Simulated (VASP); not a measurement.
Mg: single point with PBEsol

Crystal: Mg.

```xyz
3
Lattice="5.2052 0.0000 0.0000 -2.6026 4.5078 0.0000 0.0000 0.0000 3.1535" Properties=species:S:1:pos:R:3 pbc="T T T"
Mg    5.2052    0.0000    0.0000
Mg    0.0000    3.0052    1.5768
Mg    2.6026    1.5026    1.5768
```

This cell differs from its parent crystal: volume scaled by 1.08.

```json
{
 "Program": "VASP 6.6.1",
 "Task": "single point",
 "Functional": "PBEsol",
 "Potentials or basis": "VASP PAW PBE potentials, release 64 (Mg)",
 "Cutoff": "520 eV",
 "k mesh": "8 × 8 × 12",
 "Occupations": "fermi-dirac, width 0.1 eV",
 "Spin": "no spin polarisation"
}
```

```yaml
Pressure: -2.4 GPa
Band_gap_on_the_k_mesh: zero (band 3 reaches 5.59 eV, above the bottom of band 4 at 1.27 eV)
```

Stress tensor (GPa, compression positive):
```
-2.45  0.00  0.00
 0.00 -2.45  0.00
 0.00  0.00 -2.34
```

Levels at points of the mesh, in eV from the Fermi level:
```
           k point  band 1  band 2  band 3  band 4  band 5  band 6  band 7  band 8
(0.00, 0.00, 0.00)   -6.67    0.23    0.23    0.28    0.28    1.13    1.17    7.57
(0.50, 0.00, 0.00)   -4.83   -4.83   -1.45   -1.00    5.34    5.45    5.96    5.96
(0.00, 0.00, 0.50)   -3.10   -2.80    3.32    3.32    3.57    3.57    3.67    4.04
(0.50, 0.00, 0.50)   -1.46   -1.18   -1.14   -0.87    1.76    2.36    2.67    2.75
```

It took 30 s on 1 thread of Intel(R) Xeon(R) Platinum 8488C (Sapphire Rapids) (shared host), peak memory 0.2 GiB.

Caveat: the PAW data sets were made with another functional, which shifts forces and pressure a little.
